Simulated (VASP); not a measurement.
# Os (P6_3/mmc) in VASP: further runs, part 2 of 2

VASP 6.6.1. The steps go on from the part before.

### 3 Single point, r2SCAN (strain +0.0375 x Voigt [0, 0, 1, 0, 0, 0])

POSCAR

```
Os
1.0
    2.7340999755      0.0000000000      0.0000000000
   -1.3670499878      2.3678000353      0.0000000000
    0.0000000000      0.0000000000      4.4816887500
Os
2
Direct
    0.3333333333      0.6666666667      0.2500000000
    0.6666666667      0.3333333333      0.7500000000
```

INCAR.step1

```
PREC = Accurate ; ENCUT = 520
ISMEAR = 0 ; SIGMA = 0.15
LREAL = False ; LASPH = True
NELM = 100 ; NBANDS = 15
GGA = PE ; ALGO = Normal
EDIFF = 1E-4 ; LWAVE = True
LCHARG = False
```

INCAR.step2

```
PREC = Accurate ; ENCUT = 520
EDIFF = 1E-6 ; ISMEAR = 0
SIGMA = 0.15 ; LREAL = False
LASPH = True ; NELM = 100
ALGO = Normal ; ISIF = 2
LWAVE = False ; LCHARG = False
METAGGA = R2SCAN ; LMIXTAU = True
NBANDS = 15 ; ISTART = 1
```

KPOINTS

```
regular mesh
0
Gamma
  21 21 12
```

Potentials or basis: VASP PAW PBE potentials, release 64 (Os).

Run with:

```bash
$ cat potpaw_PBE.64/Os/POTCAR > POTCAR
$ cp INCAR.step1 INCAR
$ mpirun -np 1 vasp_std > vasp.out
$ cp INCAR.step2 INCAR
$ mpirun -np 1 vasp_std > vasp.out
```

OUTCAR:

```text
PREC = Accurate
   ENCUT = 520
   EDIFF = 1E-6
   ISMEAR = 0
   LREAL = False
   LASPH = True
   NELM = 100
   ISIF = 2
   METAGGA = R2SCAN
   ISTART = 1

 ion  position               nearest neighbor table
   1  0.333  0.667  0.250-   2 2.74   2 2.74   2 2.74   2 2.74   2 2.74   2 2.74
   2  0.667  0.333  0.750-   1 2.74   1 2.74   1 2.74   1 2.74   1 2.74   1 2.74

  LATTYP: Found a hexagonal cell.
 ALAT       =     2.7340999755
 C/A-ratio  =     1.6391824696

  Lattice vectors:

 A1 = (   2.7340999755,   0.0000000000,   0.0000000000)
 A2 = (  -1.3670499878,   2.3678000353,   0.0000000000)
 A3 = (   0.0000000000,   0.0000000000,   4.4816887500)

Analysis of symmetry for initial positions (statically):
=====================================================================
 Subroutine PRICEL returns:
 Original cell was already a primitive cell.

 Routine SETGRP: Setting up the symmetry group for a
 hexagonal supercell.

 Subroutine GETGRP returns: Found 24 space group operations
 (whereof 12 operations were pure point group operations)
 out of a pool of 24 trial point group operations.

The static configuration has the point symmetry D_3d.
 The point group associated with its full space group is D_6h.

Analysis of symmetry for dynamics (positions and initial velocities):
=====================================================================
 Subroutine PRICEL returns:
 Original cell was already a primitive cell.

 Routine SETGRP: Setting up the symmetry group for a
 hexagonal supercell.

 Subroutine GETGRP returns: Found 24 space group operations
 (whereof 12 operations were pure point group operations)
 out of a pool of 24 trial point group operations.

The dynamic configuration has the point symmetry D_3d.
 The point group associated with its full space group is D_6h.

 Subroutine INISYM returns: Found 24 space group operations
 (whereof 12 operations are pure point group operations),
 and found     1 'primitive' translations

----------------------------------------------------------------------------------------

                                     Primitive cell

  volume of cell :      29.0136

  direct lattice vectors                    reciprocal lattice vectors
     2.734099975  0.000000000  0.000000000     0.365751073  0.211166481  0.000000000
    -1.367049988  2.367800035  0.000000000     0.000000000  0.422332961  0.000000000
     0.000000000  0.000000000  4.481688750     0.000000000  0.000000000  0.223130176

  length of vectors
     2.734099975  2.734099976  4.481688750     0.422332961  0.422332961  0.223130176

  position of ions in fractional coordinates (direct lattice)
     0.333333333  0.666666667  0.250000000
     0.666666667  0.333333333  0.750000000

  ion indices of the primitive-cell ions
   primitive index   ion index
                 1           1
                 2           2

----------------------------------------------------------------------------------------

 KPOINTS: regular mesh

Automatic generation of k-mesh.
 Grid dimensions read from file:
 generate k-points for:   21   21   12

 Generating k-lattice:

  Cartesian coordinates                     Fractional coordinates (reciprocal lattice)
     0.017416718  0.010055547  0.000000000     0.047619048  0.000000000  0.000000000
     0.000000000  0.020111093  0.000000000     0.000000000  0.047619048  0.000000000
     0.000000000  0.000000000  0.018594181     0.000000000  0.000000000  0.083333333

  Length of vectors
     0.020111093  0.020111093  0.018594181

  Shift w.r.t. Gamma in fractional coordinates (k-lattice)
     0.000000000  0.000000000  0.000000000

 Subroutine IBZKPT returns following result:
 ===========================================

 Found    336 irreducible k-points:

 Following reciprocal coordinates:
            Coordinates               Weight
  0.000000  0.000000  0.000000      1.000000
  0.047619  0.000000  0.000000      6.000000
  0.095238 -0.000000  0.000000      6.000000
  0.142857  0.000000  0.000000      6.000000
  0.190476 -0.000000  0.000000      6.000000
  0.238095  0.000000  0.000000      6.000000
[... 16 lines left out ...]
  0.142857  0.095238  0.000000     12.000000
  0.190476  0.095238  0.000000     12.000000
 [... further k-points ...]
   k-points           NKPTS =    336   k-points in BZ     NKDIM =    336   number of bands    NBANDS=     15
   number of dos      NEDOS =    301   number of ions     NIONS =      2
   total plane-waves  NPLWV =  14400
   dimension x,y,z NGX =    20 NGY =   20 NGZ =   36
   dimension x,y,z NGXF=    40 NGYF=   40 NGZF=   72
   ions per type =               2
   NGX,Y,Z   is equivalent  to a cutoff of  12.16, 12.16, 13.35 a.u.
   NGXF,Y,Z  is equivalent  to a cutoff of  24.32, 24.32, 26.71 a.u.
 SYSTEM =  unknown system
   PREC   = accura    normal or accurate (medium, high low for compatibility)
   ISTART =      1    job   : 0-new  1-cont  2-samecut
   ICHARG =      0    charge: 1-file 2-atom 10-const
   ISPIN  =      1    spin polarized calculation?
   LNONCOLLINEAR =      F non collinear calculations
   LSORBIT =      F    spin-orbit coupling
   LASPH  =      T    aspherical Exc in radial PAW
   ENCUT  =  520.0 eV  38.22 Ry    6.18 a.u.   5.08  5.08  8.33*2*pi/ulx,y,z
   NELM   =    100;   NELMIN=  2; NELMDL=  0     # of ELM steps
   EDIFF  = 0.1E-05   stopping-criterion for ELM
   LREAL  =      F    real-space projection
   EDIFFG = 0.1E-04   stopping-criterion for IOM
   NSW    =      0    number of steps for IOM
   IBRION =     -1    ionic relax: 0-MD 1-quasi-New 2-CG
   NFREE  =      0    steps in history (QN), initial steepest desc. (CG)
   ISIF   =      2    stress and relaxation
   ISYM   =      2    0-nonsym 1-usesym 2-fastsym
   POTIM  = 0.5000    time-step for ionic-motion
   TEBEG  =    0.0;   TEEND  =   0.0 temperature during run
   PSTRESS=    0.0 pullay stress
   NELECT =      16.0000    total number of electrons
   NUPDOWN=      -1.0000    fix difference up-down
   EMIN   =  10.00;   EMAX   =-10.00  energy-range for DOS
   EFERMI =   0.00;   METHOD = LEGACY
   ISMEAR =     0;   SIGMA  =   0.15  broadening in eV -4-tet -1-fermi 0-gaus
   EFERMI_NEDOS =   21; number of points for ismear=-14 and -15
   IALGO  =     38    algorithm
   IMIX   =      4    mixing-type and parameters
     AMIX     =   0.40;   BMIX     =  1.00
     AMIX_MAG =   1.60;   BMIX_MAG =  1.00
  volume/ion in A,a.u.               =      14.51        97.90
  Fermi-wavevector in a.u.,A,eV,Ry     =   1.342501  2.536958 24.521884  1.802308
  Thomas-Fermi vector in A             =   2.470649
   LORBIT       =      0    0 simple, 1 ext, 2 COOP (PROOUT), +10 PAW based schemes
   METAGGA = R2SCAN    functional components
   LHFCALC =     F    Hartree Fock is set to
   AEXX    =    0.0000 exact exchange contribution
   IVDW    =     0    specifies the selected vdW correction
   LEPSILON=     F    determine dielectric tensor
   LRPA    =     F    only Hartree local field effects (RPA)
 non-spin polarized calculation
 Gauss-broadening in eV      SIGMA  =   0.15
  energy-cutoff  :      520.00
  volume of cell :       29.01
 maximum number of plane-waves:       801
   NGX = 11   NGY = 11   NGZ = 17

 number of electron      16.0000000 magnetization

 Free energy of the ion-electron system (eV)
  ---------------------------------------------------
  ext. energy  EPLUGINS =         0.00000000
  ---------------------------------------------------
  free energy    TOTEN  =      -105.92218925 eV

  energy without entropy =     -105.90743255  energy(sigma->0) =     -105.91481090

 E-fermi :   8.7277     XC(G=0): -15.1527

 val. band max:        8.7263808241   @ k =   0.1429   0.1429   0.1667
 cond. band min:       8.7471470634   @ k =   0.0952   0.0952   0.3333
 fundamental gap:      0.0207662393
 Fermi energy:         8.7277491762

 k-point     1 :       0.0000    0.0000    0.0000
  band No.  band energies     occupation
      1      -2.3797      2.00000
      2       0.8640      2.00000
      3       5.5405      2.00000
      4       5.7588      2.00000
      5       5.7588      2.00000
      6       6.4762      2.00000
      7       6.4762      2.00000
      8       7.4988      2.00000
      9       7.4988      2.00000
     10       8.3076      1.99993
     11      10.3882      0.00000
     12      10.3882      0.00000
     13      17.3370      0.00000
     14      23.7240      0.00000
[... 401 lines left out ...]
      2       2.5335      2.00000
      3       4.1003      2.00000
      4       4.1890      2.00000
      5       5.5335      2.00000
      6       5.9116      2.00000
      7       7.0160      2.00000
      8       7.2708      2.00000
      9       8.0984      2.00000
     10       8.8150      0.41081
     11      10.8036      0.00000
     12      16.1123      0.00000
     13      16.8848      0.00000
     14      23.6585      0.00000
     15      25.1187      0.00000

 [... further k-points ...]
[... 5 lines left out ...]
  --------------------------------------------------------------------------------------
  -------------------------------------------------------------------------------------
  Total       -1.0257857     -1.0257857     -4.9902628      0.0000000      0.0000000      0.0000000
  in kB      -56.6455918    -56.6455918   -275.5706084      0.0000000      0.0000000      0.0000000
  external PRESSURE =    -129.6205973 kB  Pullay stress =       0.0000000 kB

 VOLUME and BASIS-vectors are now :
 -----------------------------------------------------------------------------
  energy-cutoff  :      520.00
  volume of cell :       29.01
      direct lattice vectors                 reciprocal lattice vectors
     2.734099975  0.000000000  0.000000000     0.365751073  0.211166481  0.000000000
    -1.367049988  2.367800035  0.000000000     0.000000000  0.422332961  0.000000000
     0.000000000  0.000000000  4.481688750     0.000000000  0.000000000  0.223130176

 POSITION                                       TOTAL-FORCE (eV/Angst)
 -----------------------------------------------------------------------------------
     -0.00000      1.57853      1.12042        -0.000000      0.000000      0.000000
      1.36705      0.78927      3.36127         0.000000      0.000000      0.000000
 -----------------------------------------------------------------------------------
    total drift:                               -0.000000      0.000000     -0.000000

  FREE ENERGIE OF THE ION-ELECTRON SYSTEM (eV)
  ---------------------------------------------------
  free  energy   TOTEN  =      -105.9221892473 eV

  energy  without entropy=     -105.9074325517  energy(sigma->0) =     -105.91481090
```

OSZICAR.step1:

```text
N       E                     dE             d eps       ncg     rms          rms(c)
DAV:   1     0.101336615471E+03    0.10134E+03   -0.74450E+03 10080   0.102E+03
DAV:   2    -0.190009741571E+02   -0.12034E+03   -0.10522E+03 10185   0.324E+02
DAV:   3    -0.238681319494E+02   -0.48672E+01   -0.46837E+01 13840   0.566E+01
DAV:   4    -0.239059319586E+02   -0.37800E-01   -0.37766E-01 10872   0.522E+00
DAV:   5    -0.239061406884E+02   -0.20873E-03   -0.20872E-03 13748   0.361E-01    0.215E+01
DAV:   6    -0.227695654302E+02    0.11366E+01   -0.10042E+00 12775   0.853E+00    0.941E+00
DAV:   7    -0.224552091613E+02    0.31436E+00   -0.64373E-01 13090   0.668E+00    0.474E-01
DAV:   8    -0.224497843424E+02    0.54248E-02   -0.60934E-03 10339   0.582E-01    0.300E-01
DAV:   9    -0.224470620873E+02    0.27223E-02   -0.14852E-03 12278   0.382E-01    0.496E-02
DAV:  10    -0.224470916048E+02   -0.29518E-04   -0.61092E-05  8624   0.719E-02
   1 F= -.22447092E+02 E0= -.22439448E+02  d E =-.152874E-01
```

Run time: 9.7 min. Hardware: 1 thread of Oxide Virtual Turin-like, shared host; peak memory 0.21 GiB.

What came out:

| Item | Value |
| --- | --- |
| Free energy | -105.9222 eV |
| Pressure | -13.0 GPa |
| Band gap on the k mesh | zero (band 8 reaches 10.97 eV, above the bottom of band 9 at 7.05 eV) |

Caveat: the cell differs from its parent crystal (strain +0.0375 x Voigt [0, 0, 1, 0, 0, 0]); the PAW data sets were made with another functional, which shifts forces and pressure a little; spin-orbit coupling is left out, which moves the levels of the heavy elements.
